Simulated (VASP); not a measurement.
# ErBe (Fm-3m) in VASP: a series of runs, part 2 of 2

VASP 6.6.1. The steps go on from the part before.

## (3) Single point, PBE

This run uses another cell than the first one, of 22.03 Å³/atom.

INCAR reads:

```
SYSTEM = ErBe
ALGO     = Normal         ! electronic algorithm
EDIFF    = 1E-6           ! SCF threshold, eV
ENCUT    = 600            ! plane-wave cutoff, eV
GGA      = PE             ! functional
GGA_COMPAT= .False.      
ISIF     = 2              ! what is computed and relaxed
ISMEAR   = 0              ! smearing method
LASPH    = .True.         ! aspherical terms in the spheres
LCHARG   = .False.        ! write CHGCAR
LMAXMIX  = 6              ! l up to which the mixer works
LREAL    = .False.        ! projectors in reciprocal space
LWAVE    = .False.        ! write WAVECAR
NBANDS   = 12             ! bands
NELM     = 200            ! most SCF steps
PREC     = Accurate       ! precision mode
SIGMA    = 0.2            ! smearing width, eV
```

KPOINTS reads:

```
k-points
0
Gamma
  7 7 7
  0 0 0
```

POSCAR reads:

```
ErBe
1.0
    0.0000000000      2.8033736288      2.8033736288
    2.8033736288      0.0000000000      2.8033736288
    2.8033736288      2.8033736288      0.0000000000
Er Be
1 1
Direct
    0.5000000000      0.5000000000      0.5000000000
    0.0000000000      0.0000000000      0.0000000000
```

Potentials or basis: VASP PAW PBE potentials, release 64 (Er_3, Be), 4f in core.

Run with:

```sh
> cat potpaw_PBE.64/Er_3/POTCAR potpaw_PBE.64/Be/POTCAR > POTCAR
> mpirun -np 1 vasp_std > vasp.out
```

OUTCAR:

```text
SYSTEM = ErBe
   EDIFF = 1E-6
   ENCUT = 600
   GGA = PE
   ISIF = 2
   ISMEAR = 0
   LASPH = .True.
   LREAL = .False.
   NELM = 200
   PREC = Accurate

 ion  position               nearest neighbor table
   1  0.500  0.500  0.500-   2 2.80   2 2.80   2 2.80   2 2.80   2 2.80   2 2.80
   2  0.000  0.000  0.000-   1 2.80   1 2.80   1 2.80   1 2.80   1 2.80   1 2.80

  LATTYP: Found a face centered cubic cell.
 ALAT       =     5.6067472576

  Lattice vectors:

 A1 = (   0.0000000000,   2.8033736288,   2.8033736288)
 A2 = (   2.8033736288,   0.0000000000,   2.8033736288)
 A3 = (   2.8033736288,   2.8033736288,   0.0000000000)

Analysis of symmetry for initial positions (statically):
=====================================================================
 Subroutine PRICEL returns:
 Original cell was already a primitive cell.

 Routine SETGRP: Setting up the symmetry group for a
 face centered cubic supercell.

 Subroutine GETGRP returns: Found 48 space group operations
 (whereof 48 operations were pure point group operations)
 out of a pool of 48 trial point group operations.

The static configuration has the point symmetry O_h .

Analysis of symmetry for dynamics (positions and initial velocities):
=====================================================================
 Subroutine PRICEL returns:
 Original cell was already a primitive cell.

 Routine SETGRP: Setting up the symmetry group for a
 face centered cubic supercell.

 Subroutine GETGRP returns: Found 48 space group operations
 (whereof 48 operations were pure point group operations)
 out of a pool of 48 trial point group operations.

The dynamic configuration has the point symmetry O_h .

 Subroutine INISYM returns: Found 48 space group operations
 (whereof 48 operations are pure point group operations),
 and found     1 'primitive' translations

[... 115 lines left out ...]
   LHFCALC =     F    Hartree Fock is set to
   AEXX    =    0.0000 exact exchange contribution
   IVDW    =     0    specifies the selected vdW correction
   LEPSILON=     F    determine dielectric tensor
   LRPA    =     F    only Hartree local field effects (RPA)
 non-spin polarized calculation
 Gauss-broadening in eV      SIGMA  =   0.20
  energy-cutoff  :      600.00
  volume of cell :       44.06
 maximum number of plane-waves:      1483
   NGX = 15   NGY = 15   NGZ = 15

 number of electron      10.9999999 magnetization

 Free energy of the ion-electron system (eV)
  ---------------------------------------------------
  ext. energy  EPLUGINS =         0.00000000
  ---------------------------------------------------
  free energy    TOTEN  =        -7.29565568 eV

  energy without entropy =       -7.24513791  energy(sigma->0) =       -7.27039679

 E-fermi :   2.5236     XC(G=0):  -9.5661

 val. band max:        2.4887427150   @ k =   0.2857   0.1429   0.0000
 cond. band min:       2.5250180946   @ k =   0.4286   0.1429   0.0000
 fundamental gap:      0.0362753796
 Fermi energy:         2.5235919820

 k-point     1 :       0.0000    0.0000    0.0000
  band No.  band energies     occupation
      1     -21.7192      2.00000
      2     -21.7192      2.00000
      3     -21.7192      2.00000
      4      -3.5908      2.00000
      5       4.5798      0.00000
      6       4.5798      0.00000
      7       4.5798      0.00000
      8       5.7751      0.00000
      9       5.7751      0.00000
     10       6.6095      0.00000
     11       6.6095      0.00000
     12       6.6095      0.00000
[... 271 lines left out ...]
 k-point    20 :      -0.2857    0.4286    0.1429
  band No.  band energies     occupation
      1     -21.8493      2.00000
      2     -21.8384      2.00000
      3     -21.7796      2.00000
      4      -0.0695      2.00000
      5       1.4125      2.00000
      6       1.8823      1.99999
      7       2.8469      0.02225
      8       6.0774      0.00000
      9       7.0732      0.00000
     10       8.1006      0.00000
     11       8.1485      0.00000
     12      10.1781      0.00000

------------------------ aborting loop because EDIFF is reached ----------------------------------------

  FORCE on cell =-STRESS in cart. coord.  units (eV):
  Direction    XX          YY          ZZ          XY          YZ          ZX
  --------------------------------------------------------------------------------------
  -------------------------------------------------------------------------------------
  Total        0.0769827      0.0769827      0.0769827     -0.0000000     -0.0000000      0.0000000
  in kB        2.7991802      2.7991802      2.7991802     -0.0000000     -0.0000000      0.0000000
  external PRESSURE =       2.7991802 kB  Pullay stress =       0.0000000 kB

 VOLUME and BASIS-vectors are now :
 -----------------------------------------------------------------------------
  energy-cutoff  :      600.00
  volume of cell :       44.06
      direct lattice vectors                 reciprocal lattice vectors
     0.000000000  2.803373629  2.803373629    -0.178356533  0.178356533  0.178356533
     2.803373629  0.000000000  2.803373629     0.178356533 -0.178356533  0.178356533
     2.803373629  2.803373629  0.000000000     0.178356533  0.178356533 -0.178356533

 POSITION                                       TOTAL-FORCE (eV/Angst)
 -----------------------------------------------------------------------------------
      2.80337      2.80337      2.80337         0.000000     -0.000000      0.000000
      0.00000      0.00000      0.00000        -0.000000      0.000000     -0.000000
 -----------------------------------------------------------------------------------
    total drift:                               -0.000000     -0.000000      0.000000

  FREE ENERGIE OF THE ION-ELECTRON SYSTEM (eV)
  ---------------------------------------------------
  free  energy   TOTEN  =        -7.2956556801 eV

  energy  without entropy=       -7.2451379097  energy(sigma->0) =       -7.27039679
```

stdout:

```text
POSCAR found type information on POSCAR ErBe
 POSCAR found :  2 types and       2 ions
 scaLAPACK will be used
 LDA part: xc-table for (Slater+PW92), standard interpolation
 POSCAR, INCAR and KPOINTS ok, starting setup
 FFT: planning ... GRIDC
 FFT: planning ... GRID_SOFT
 FFT: planning ... GRID
 WAVECAR not read
 entering main loop
```

Wall time 29 s (1 thread of AMD EPYC 7R43 (Zen 3), shared host); peak memory 0.14 GiB.

What came out:

```yaml
Free_energy: -7.2957 eV
Pressure: 0.3 GPa
Band_gap_on_the_k_mesh: zero (an odd number of electrons rules out a gap without spin polarisation)
```

Caveat: spin-orbit coupling is left out, which moves the levels of the heavy elements; the 4f electrons are frozen in the core, so they carry no moment and show no levels. Spin polarisation is off, so any magnetic state and its effect on volume and gap are missing.
